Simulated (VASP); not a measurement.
Input of a VASP 6.6.1 run:

The input INCAR:

```
SYSTEM = CeO2
PREC = Accurate ; ENCUT = 520
EDIFF = 1E-6 ; ISMEAR = -1
SIGMA = 0.05 ; LREAL = .False.
LASPH = .True. ; NELM = 150
ALGO = Normal ; ISIF = 2
LWAVE = .False. ; LCHARG = .True.
ISPIN = 2 ; MAGMOM = 1 0 0
LORBIT = 11 ; LMAXMIX = 6
GGA = PS ; LELF = .True.
LVHAR = .True. ; NBANDS = 23
```

KPOINTS

```
Automatic mesh
0
Gamma
  9 9 9
  0 0 0
```

POSCAR

```
CeO2
1.0
    0.0000000000      2.6484579828      2.6484579828
    2.6484579828      0.0000000000      2.6484579828
    2.6484579828      2.6484579828      0.0000000000
Ce O
1 2
Direct
    0.0000000000      0.0000000000      0.0000000000
    0.7500000000      0.7500000000      0.7500000000
    0.2500000000      0.2500000000      0.2500000000
```

Potentials or basis: VASP PAW PBE potentials, release 64 (Ce, O).

The run is started by

```sh
$ cat potpaw_PBE.64/Ce/POTCAR potpaw_PBE.64/O/POTCAR > POTCAR
$ mpirun -np 1 vasp_std > vasp.out
```

Problem. Estimate the pressure.

Solution. 12.4 GPa.

Problem. What does it give for the net moment?

Solution. 0.00 μB per cell.

Caveat: the magnetic or orbital state may not be the lowest; the cell stands under pressure; the moments typed at the start vanished in this run; the PAW data sets were made with another functional, which shifts forces and pressure a little. The state reached can hang on the start; a lower one may exist.
